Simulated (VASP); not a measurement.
# PbO2 (P6/mmm) in VASP: further runs

Runs on PbO2. Level: r2SCAN. Tasks: relaxation of cell and atoms.

Everything below comes from runs of VASP 6.6.1. Logs are shortened: lines on timing, memory, paths and dates and some standing lists are left out, and cuts for length are marked.

### 1 The cell of the first run

It takes space group P6/mmm (No. 191, hexagonal). Conventional cell: a = 3.380 Å, b = 3.380 Å, c = 3.718 Å, α = 90.00°, β = 90.00°, γ = 120.00°. Pb (site symmetry 6/mmm) has 12 O at 2.70 Å and 6 Pb at 3.38 Å within 3.6 Å. Within 2.6 Å of O (site symmetry -6m2) lie 3 O at 1.95 Å.

### 2 Relaxation of cell and atoms, r2SCAN, target pressure 10 GPa, at which the enthalpy is minimised

Input file POSCAR:

```
PbO2
1.0
    3.3800000000      0.0000000000      0.0000000000
   -1.6900000000      2.9271658648      0.0000000000
    0.0000000000      0.0000000000      3.7180000000
Pb O
1 2
Direct
    0.0000000000      0.0000000000      0.0000000000
    0.3333333333      0.6666666667      0.5000000000
    0.6666666667      0.3333333333      0.5000000000
```

Input file INCAR.step1:

```
SYSTEM = PbO2
PREC = Accurate
ENCUT = 600
ISMEAR = -1
SIGMA = 0.01
LREAL = .FALSE.
LASPH = .TRUE.
NELM = 80
GGA = PE
ALGO = Normal
EDIFF = 1E-4
LWAVE = .TRUE.
LCHARG = .FALSE.
```

Input file INCAR.step2:

```
SYSTEM = PbO2
PREC = Accurate
ENCUT = 600
EDIFF = 1E-6
ISMEAR = -1
SIGMA = 0.01
LREAL = .FALSE.
LASPH = .TRUE.
NELM = 80
ALGO = Normal
ISIF = 3
LWAVE = .FALSE.
LCHARG = .FALSE.
METAGGA = R2SCAN
LMIXTAU = .TRUE.
IBRION = 2
NSW = 60
EDIFFG = -0.01
PSTRESS = 100.0
ISTART = 1
```

Input file KPOINTS:

```
Automatic mesh
0
G
  6 6 5
  0 0 0
```

Potentials or basis: VASP PAW PBE potentials, release 64 (Pb_d, O).

Command:

```console
$ cat potpaw_PBE.64/Pb_d/POTCAR potpaw_PBE.64/O/POTCAR > POTCAR
$ cp INCAR.step1 INCAR
$ mpirun -np 1 vasp_std > vasp.out
$ cp INCAR.step2 INCAR
$ mpirun -np 1 vasp_std > vasp.out
```

OUTCAR:

```text
SYSTEM = PbO2
   PREC = Accurate
   ENCUT = 600
   EDIFF = 1E-6
   ISMEAR = -1
   LREAL = .FALSE.
   LASPH = .TRUE.
   NELM = 80
   ISIF = 3
   METAGGA = R2SCAN
   IBRION = 2
   NSW = 60
   EDIFFG = -0.01
   PSTRESS = 100.0
   ISTART = 1

 ion  position               nearest neighbor table
   1  0.000  0.000  0.000-   2 2.70   3 2.70   2 2.70   3 2.70   3 2.70   3 2.70   2 2.70   2 2.70
                             3 2.70   3 2.70   2 2.70   2 2.70
   2  0.333  0.667  0.500-   3 1.95   3 1.95   3 1.95   1 2.70   1 2.70   1 2.70   1 2.70   1 2.70
                             1 2.70
   3  0.667  0.333  0.500-   2 1.95   2 1.95   2 1.95   1 2.70   1 2.70   1 2.70   1 2.70   1 2.70
                             1 2.70

  LATTYP: Found a hexagonal cell.
 ALAT       =     3.3800000000
 C/A-ratio  =     1.1000000000

  Lattice vectors:

 A1 = (   3.3800000000,   0.0000000000,   0.0000000000)
 A2 = (  -1.6900000000,   2.9271658648,   0.0000000000)
 A3 = (   0.0000000000,   0.0000000000,   3.7180000000)

Analysis of symmetry for initial positions (statically):
=====================================================================
 Subroutine PRICEL returns:
 Original cell was already a primitive cell.

 Routine SETGRP: Setting up the symmetry group for a
 hexagonal supercell.

 Subroutine GETGRP returns: Found 24 space group operations
 (whereof 24 operations were pure point group operations)
 out of a pool of 24 trial point group operations.

The static configuration has the point symmetry D_6h.

Analysis of symmetry for dynamics (positions and initial velocities):
=====================================================================
 Subroutine PRICEL returns:
 Original cell was already a primitive cell.

 Routine SETGRP: Setting up the symmetry group for a
 hexagonal supercell.

 Subroutine GETGRP returns: Found 24 space group operations
 (whereof 24 operations were pure point group operations)
 out of a pool of 24 trial point group operations.

The dynamic configuration has the point symmetry D_6h.

 Subroutine INISYM returns: Found 24 space group operations
 (whereof 24 operations are pure point group operations),
 and found     1 'primitive' translations

----------------------------------------------------------------------------------------

                                     Primitive cell
[... 73 lines left out ...]
   total plane-waves  NPLWV =  23520
   dimension x,y,z NGX =    28 NGY =   28 NGZ =   30
   dimension x,y,z NGXF=    56 NGYF=   56 NGZF=   60
   ions per type =               1   2
   NGX,Y,Z   is equivalent  to a cutoff of  13.77, 13.77, 13.41 a.u.
   NGXF,Y,Z  is equivalent  to a cutoff of  27.54, 27.54, 26.83 a.u.
 SYSTEM =  PbO2
   PREC   = accura    normal or accurate (medium, high low for compatibility)
   ISTART =      1    job   : 0-new  1-cont  2-samecut
   ICHARG =      0    charge: 1-file 2-atom 10-const
   ISPIN  =      1    spin polarized calculation?
   LNONCOLLINEAR =      F non collinear calculations
   LSORBIT =      F    spin-orbit coupling
   LASPH  =      T    aspherical Exc in radial PAW
   ENCUT  =  600.0 eV  44.10 Ry    6.64 a.u.   6.75  6.75  7.43*2*pi/ulx,y,z
   NELM   =     80;   NELMIN=  2; NELMDL=  0     # of ELM steps
   EDIFF  = 0.1E-05   stopping-criterion for ELM
   LREAL  =      F    real-space projection
   EDIFFG = -.1E-01   stopping-criterion for IOM
   NSW    =     60    number of steps for IOM
   IBRION =      2    ionic relax: 0-MD 1-quasi-New 2-CG
   NFREE  =      1    steps in history (QN), initial steepest desc. (CG)
   ISIF   =      3    stress and relaxation
   ISYM   =      2    0-nonsym 1-usesym 2-fastsym
   POTIM  = 0.5000    time-step for ionic-motion
   TEBEG  =    0.0;   TEEND  =   0.0 temperature during run
   PSTRESS=  100.0 pullay stress
   NELECT =      26.0000    total number of electrons
   NUPDOWN=      -1.0000    fix difference up-down
   EMIN   =  10.00;   EMAX   =-10.00  energy-range for DOS
   EFERMI =   0.00;   METHOD = LEGACY
   ISMEAR =    -1;   SIGMA  =   0.01  broadening in eV -4-tet -1-fermi 0-gaus
   EFERMI_NEDOS =   21; number of points for ismear=-14 and -15
   IALGO  =     38    algorithm
   IMIX   =      4    mixing-type and parameters
     AMIX     =   0.40;   BMIX     =  1.00
     AMIX_MAG =   1.60;   BMIX_MAG =  1.00
  volume/ion in A,a.u.               =      12.26        82.75
  Fermi-wavevector in a.u.,A,eV,Ry     =   1.458282  2.755753 28.933959  2.126586
  Thomas-Fermi vector in A             =   2.574985
   LORBIT       =      0    0 simple, 1 ext, 2 COOP (PROOUT), +10 PAW based schemes
   METAGGA = R2SCAN    functional components
   LHFCALC =     F    Hartree Fock is set to
   AEXX    =    0.0000 exact exchange contribution
   IVDW    =     0    specifies the selected vdW correction
   LEPSILON=     F    determine dielectric tensor
   LRPA    =     F    only Hartree local field effects (RPA)
 conjugate gradient relaxation of ions
 non-spin polarized calculation
  energy-cutoff  :      600.00
  volume of cell :       36.79
 maximum number of plane-waves:      1244
 NGX is ok and might be reduce to    28
   NGX = 13   NGY = 13   NGZ = 15

--------------------------------------- Ionic step        1  -------------------------------------------

 number of electron      25.9999997 magnetization

 Free energy of the ion-electron system (eV)
  ---------------------------------------------------
  ext. energy  EPLUGINS =         0.00000000
  ---------------------------------------------------
  free energy    TOTEN  =       -67.00522464 eV

  energy without entropy =      -67.00478087  energy(sigma->0) =      -67.00500275

------------------------ aborting loop because EDIFF is reached ----------------------------------------

  FORCE on cell =-STRESS in cart. coord.  units (eV):
  Direction    XX          YY          ZZ          XY          YZ          ZX
  --------------------------------------------------------------------------------------
  -------------------------------------------------------------------------------------
  Total        8.2506961      8.2506961     -1.6471178      0.0000000      0.0000000      0.0000000
  in kB      359.3583621    359.3583621    -71.7400753      0.0000000      0.0000000      0.0000000
  external PRESSURE =     115.6588829 kB  Pullay stress =     100.0000000 kB
[... 221 lines left out ...]
--------------------------------------- Ionic step        7  -------------------------------------------

 number of electron      26.0000001 magnetization

 Free energy of the ion-electron system (eV)
  ---------------------------------------------------
  ext. energy  EPLUGINS =         0.00000000
  ---------------------------------------------------
  free energy    TOTEN  =       -67.92511367 eV

  energy without entropy =      -67.92392761  energy(sigma->0) =      -67.92452064

 E-fermi :   6.8996     XC(G=0): -12.4218

 val. band max:        6.8980206354   @ k =   0.1667   0.1667   0.2000
 cond. band min:       6.9309887915   @ k =   0.3333   0.0000   0.0000
 fundamental gap:      0.0329681561
 Fermi energy:         6.8996240199

 k-point     1 :       0.0000    0.0000    0.0000
  band No.  band energies     occupation
      1     -13.8619      2.00000
      2     -10.1745      2.00000
      3      -9.7773      2.00000
      4      -9.7773      2.00000
      5      -9.6985      2.00000
      6      -9.5789      2.00000
[... 443 lines left out ...]
  energy  without entropy=      -67.9239276149  energy(sigma->0) =      -67.92452064

  enthalpy is  TOTEN    =       -65.5789623002 eV   P V=        2.3461513692

 reached required accuracy - stopping structural energy minimisation
```

OUTCAR.step1:

```text
SYSTEM = PbO2
   PREC = Accurate
   ENCUT = 600
   ISMEAR = -1
   LREAL = .FALSE.
   LASPH = .TRUE.
   NELM = 80
[... 641 lines left out ...]
      0.00000      0.00000      0.00000         0.000000      0.000000      0.000000
     -0.00000      1.95144      1.85900        -0.000000      0.000000      0.000000
      1.69000      0.97572      1.85900         0.000000     -0.000000      0.000000
 -----------------------------------------------------------------------------------
    total drift:                               -0.000000      0.000000     -0.000000

  FREE ENERGIE OF THE ION-ELECTRON SYSTEM (eV)
  ---------------------------------------------------
  free  energy   TOTEN  =       -12.2715025379 eV

  energy  without entropy=      -12.2710916616  energy(sigma->0) =      -12.27129710
```

OSZICAR.step1:

```text
N       E                     dE             d eps       ncg     rms          rms(c)
DAV:   1     0.276768159855E+03    0.27677E+03   -0.15473E+04   722   0.213E+03
DAV:   2     0.646681645427E+01   -0.27030E+03   -0.26495E+03   884   0.481E+02
DAV:   3    -0.132391439359E+02   -0.19706E+02   -0.19421E+02   848   0.139E+02
DAV:   4    -0.138430055367E+02   -0.60386E+00   -0.59071E+00   841   0.237E+01
DAV:   5    -0.138579021079E+02   -0.14897E-01   -0.14884E-01   852   0.391E+00    0.678E+00
DAV:   6    -0.123096264384E+02    0.15483E+01   -0.81904E+00  1034   0.249E+01    0.215E+00
DAV:   7    -0.122912469309E+02    0.18380E-01   -0.32566E-01   721   0.428E+00    0.124E+00
DAV:   8    -0.122724146072E+02    0.18832E-01   -0.63463E-02   727   0.295E+00    0.275E-01
DAV:   9    -0.122713458435E+02    0.10688E-02   -0.88924E-03  1028   0.102E+00    0.781E-02
DAV:  10    -0.122715108928E+02   -0.16505E-03   -0.83427E-04   773   0.291E-01    0.245E-02
DAV:  11    -0.122715025379E+02    0.83549E-05   -0.62338E-05   360   0.985E-02
   1 F= -.12271503E+02 E0= -.12271297E+02  d E =-.410876E-03
```

Wall time 4.5 min (1 thread of Intel Xeon Platinum 8375C at 2.90GHz (Ice Lake), shared host); peak memory 0.18 GiB.

What came out:

* Free energy: -67.9251 eV
* Relaxed volume: 12.53 Å³/atom
* Relaxed cell: a = 3.710 Å, b = 3.710 Å, c = 3.153 Å, α = 90.00°, β = 90.00°, γ = 120.00°
* Space group after relaxing (to 0.05 Å): P6/mmm (No. 191)
* Energy change on relaxing (the enthalpy is what falls): -306.6 meV/atom
* Ionic steps: 7
* Pressure after relaxing: 10.0 GPa
* Band gap on the k mesh: zero (band 13 reaches 6.98 eV, above the bottom of band 14 at 5.66 eV)

The path:
```
step  energy change (eV)  largest force (eV/Å)  pressure (GPa)  volume (Å³)
   1              0.0000                0.0000           21.57        36.79
   2             -0.9614                0.0000            0.46        41.37
   3             -0.9674                0.0000            0.17        41.45
   4             -0.9379                0.0000            8.75        37.90
   5             -0.9320                0.0000            8.97        37.80
   6             -0.9118                0.0000           10.62        37.47
   7             -0.9199                0.0000           10.03        37.59
```

Final structure:
```yaml
crystal:
  lattice:
    - [3.71041, 0.00000, 0.00000]
    - [-1.85521, 3.21331, 0.00000]
    - [0.00000, 0.00000, 3.15276]
  atoms:
    - { symbol: Pb, position: [0.00000, 0.00000, 0.00000] }
    - { symbol: O, position: [0.33333, 0.66667, 0.50000] }
    - { symbol: O, position: [0.66667, 0.33333, 0.50000] }
```

Levels at points of the mesh, in eV from the Fermi level:
```
           k point  band 9  band 10  band 11  band 12  band 13  band 14  band 15  band 16  band 17
(0.00, 0.00, 0.00)   -4.31    -4.31    -3.76    -1.69    -1.69    -0.86     8.55     8.55    11.64
(0.50, 0.00, 0.00)   -5.88    -2.37    -1.88    -1.22    -0.58     0.48     3.29     7.67     9.78
```

Caveat: the cell is relaxed towards a set pressure, so the enthalpy falls and the energy may rise; the PAW data sets were made with another functional, which shifts forces and pressure a little; spin-orbit coupling is left out, which moves the levels of the heavy elements.

### 3 Relaxation of cell and atoms, r2SCAN, target pressure 20 GPa, at which the enthalpy is minimised

POSCAR is that of step 2.

Input file INCAR.step1:

```
SYSTEM = PbO2
PREC = Accurate
ENCUT = 600
ISMEAR = -1
SIGMA = 0.01
LREAL = .False.
LASPH = .True.
NELM = 60
GGA = PE
ALGO = Normal
EDIFF = 1E-4
LWAVE = .True.
LCHARG = .False.
```

Input file INCAR.step2:

```
SYSTEM = PbO2
PREC = Accurate
ENCUT = 600
EDIFF = 1E-7
ISMEAR = -1
SIGMA = 0.01
LREAL = .False.
LASPH = .True.
NELM = 60
ALGO = Normal
ISIF = 3
LWAVE = .False.
LCHARG = .False.
METAGGA = R2SCAN
LMIXTAU = .True.
IBRION = 2
NSW = 60
EDIFFG = -0.01
PSTRESS = 200.0
ISTART = 1
```

Input file KPOINTS:

```
Automatic mesh
0
Gamma
  6 6 5
  0 0 0
```

Potentials or basis: VASP PAW PBE potentials, release 64 (Pb_d, O).

Command:

```console
$ cat potpaw_PBE.64/Pb_d/POTCAR potpaw_PBE.64/O/POTCAR > POTCAR
$ cp INCAR.step1 INCAR
$ mpirun -np 1 vasp_std > vasp.out
$ cp INCAR.step2 INCAR
$ mpirun -np 1 vasp_std > vasp.out
```

It took 5.8 min on 1 thread of Intel Xeon Platinum 8375C at 2.90GHz (Ice Lake), shared host; peak memory 0.19 GiB.

The run converged. Its results:

```
Free energy                                            : -67.7345 eV
Relaxed volume                                         : 11.84 Å³/atom
Relaxed cell                                           : a = 3.650 Å, b = 3.650 Å, c = 3.078 Å, α = 90.00°, β = 90.00°, γ = 120.00°
Space group after relaxing (to 0.05 Å)                 : P6/mmm (No. 191)
Energy change on relaxing (the enthalpy is what falls) : -243.1 meV/atom
Ionic steps                                            : 8
Pressure after relaxing                                : 20.1 GPa
Band gap on the k mesh                                 : zero (band 13 reaches 7.70 eV, above the bottom of band 14 at 6.31 eV)
```

Step by step:
| step | energy change (eV) | largest force (eV/Å) | pressure (GPa) | volume (Å³) |
| --- | --- | --- | --- | --- |
| 1 | 0.0000 | 0.0000 | 21.57 | 36.79 |
| 2 | -0.7734 | 0.0000 | 16.24 | 37.10 |
| 3 | -0.8742 | 0.0000 | 13.09 | 37.02 |
| 4 | -0.8771 | 0.0000 | 12.67 | 36.98 |
| 5 | -0.4578 | 0.0000 | 29.88 | 33.81 |
| 6 | -0.7369 | 0.0000 | 19.57 | 35.59 |
| 7 | -0.7334 | 0.0000 | 19.72 | 35.56 |
| 8 | -0.7293 | 0.0000 | 20.08 | 35.52 |

Final structure:
```
Pb O
1.0
     3.65031    0.00000    0.00000
    -1.82515    3.16126    0.00000
     0.00000    0.00000    3.07832
Pb O
1 2
Cartesian
  0.0000 0.0000 0.0000
  0.0000 2.1075 1.5392
  1.8252 1.0538 1.5392
```

Levels at points of the mesh, in eV from the Fermi level:
| k point | band 9 | band 10 | band 11 | band 12 | band 13 | band 14 | band 15 | band 16 | band 17 |
| --- | --- | --- | --- | --- | --- | --- | --- | --- | --- |
| (0.00, 0.00, 0.00) | -4.55 | -4.55 | -3.95 | -1.84 | -1.84 | -0.88 | 9.04 | 9.04 | 10.43 |
| (0.50, 0.00, 0.00) | -6.27 | -2.46 | -1.97 | -1.23 | -0.38 | 0.53 | 3.55 | 8.13 | 10.45 |

Caveat: the cell is relaxed towards a set pressure, so the enthalpy falls and the energy may rise; the PAW data sets were made with another functional, which shifts forces and pressure a little; spin-orbit coupling is left out, which moves the levels of the heavy elements.
